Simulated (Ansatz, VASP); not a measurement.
## GaN in VASP and in Ansatz

```
Ga N
1.0
     3.18000    0.00000    0.00000
    -1.59000    2.75396    0.00000
     0.00000    0.00000    5.16600
Ga N
2 2
Direct
  0.33333 0.66667 0.00000
  0.66667 0.33333 0.50000
  0.33333 0.66667 0.37500
  0.66667 0.33333 0.87500
```

Alike in both runs: task single point; functional PBE; k mesh 6 × 6 × 4; no spin polarisation.

|  | VASP | Ansatz |
| --- | --- | --- |
| version | VASP 6.6.1 | Ansatz 0.2.0 |
| potentials or method | VASP PAW PBE potentials, release 64 (Ga_d, N) | plane waves, PAW |
| plane-wave cutoff (eV) | 600 | 420 |
| occupations | gaussian, width 0.01 eV | fixed |
| valence electrons in the cell | 36 | 36 |

|  | VASP | Ansatz | Ansatz less VASP |
| --- | --- | --- | --- |
| pressure (GPa) | 7.2 | 7.3 | +0.10 |
| traceless stress, the component that is largest in VASP (GPa) | 1.40 | 1.40 | -0.008 |
